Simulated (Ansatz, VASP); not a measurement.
**One calculation of Zr, two programs**

The input INCAR:

```
ALGO = Normal ; EDIFF = 1E-6
ENCUT = 520 ; GGA = PS
ISIF = 2 ; ISMEAR = -1
LASPH = T ; LCHARG = F
LREAL = F ; LWAVE = F
NBANDS = 32 ; NELM = 60
PREC = Accurate ; SIGMA = 0.1
```

Contents of KPOINTS:

```
k-points
0
Gamma
  13 13 4
```

POSCAR

```
Zr
1.0
    3.2911352751      0.0000000000      0.0000000000
   -1.6455676375      2.8502067555      0.0000000000
    0.0000000000      0.0000000000     10.7251445198
Zr
4
Direct
    1.0000000000      0.0000000000      0.0000000000
    0.0000000000      0.0000000000      0.5000000000
    0.3333333333      0.6666666667      0.2500000000
    0.6666666667      0.3333333333      0.7500000000
```

Input for Ansatz:

```yaml
crystal:
  lattice:
    - [3.2911352751, 0.0, 0.0]
    - [-1.6455676375, 2.8502067555, 0.0]
    - [0.0, 0.0, 10.7251445198]
  atoms:
    - { symbol: Zr, position: [1.0, 0.0, 0.0] }
    - { symbol: Zr, position: [0.0, 0.0, 0.5] }
    - { symbol: Zr, position: [0.3333333333, 0.6666666667, 0.25] }
    - { symbol: Zr, position: [0.6666666667, 0.3333333333, 0.75] }
hamiltonian:
  xc: pbesol
  pseudopotentials:
    kind: paw
    azcp:
      Zr: "pseudopotentials/Zr.paw.azcp"
basis:
  ecutwfc: 420
  fft_grid_basis: typed
kpoints:
  mp_grid: { grid: [13, 13, 4], shift: [0, 0, 0] }
magnetization:
  spin_polarized: false
scf:
  occupations: { method: fermi_dirac, width: 0.1 }
  lower_state_search: "off"
output:
  stress: true
```

Alike in both runs: task single point; functional PBEsol; k mesh 13 × 13 × 4; occupations fermi-dirac, width 0.1 eV; no spin polarisation.

|  | VASP | Ansatz |
| --- | --- | --- |
| version | VASP 6.6.1 | Ansatz 0.2.0 |
| potentials or method | VASP PAW PBE potentials, release 64 (Zr_sv), cutoff 520 eV | plane waves (420 eV) with PAW, scalar-relativistic |
| valence electrons in the cell | 48 | 48 |

Ansatz gave:

```
pressure (GPa)                                                : -9.0
traceless stress, the component that is largest in VASP (GPa) : -0.53
```

Task: Which values does VASP return?

Result: Pressure (GPa): -8.9; traceless stress, the component that is largest in VASP (GPa): -0.53.

VASP's potentials were made for PBE, not for PBEsol, and Ansatz warns of the same on its side. The functional is the same, so the differences come from potentials, cutoffs and numerics.
